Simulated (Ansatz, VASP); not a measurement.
## MoP in VASP and in Ansatz

```
P Mo
1.0
     3.24104    0.00000    0.00000
    -1.62052    2.80683    0.00000
     0.00000    0.00000   26.18329
P Mo
4 4
Cartesian
  0.0000 1.8712 7.4870
  0.0000 1.8712 10.7118
  0.0000 1.8712 13.9133
  0.0000 1.8712 17.1718
  0.0000 0.0000 9.0796
  0.0000 0.0000 12.2984
  0.0000 0.0000 15.4954
  0.0000 0.0000 18.5759
```

Alike in both runs: functional PBE; k mesh 12 × 12 × 1; occupations gaussian, width 0.1 eV; no spin polarisation.

Ansatz relaxed the structure, and its values are those at the end. VASP's run is a single point on that final structure, the one shown.

```csv
,VASP,Ansatz
version,VASP 6.6.1,Ansatz 0.2.0
potentials or method,"VASP PAW PBE potentials, release 64 (P, Mo_sv), cutoff 520 eV","scalar-relativistic, plane waves, PAW"
valence electrons in the cell,76,76
```

|  | VASP | Ansatz | Ansatz less VASP |
| --- | --- | --- | --- |
| gap on the k mesh at the Fermi level (eV) | none | none | - |
| work function, face that differs most (eV) | 4.10 | 4.11 | +0.005 |

A gap of «none» marks a metal or a gap that the smearing closes. Ansatz's warnings: xc potential rough in thin density.
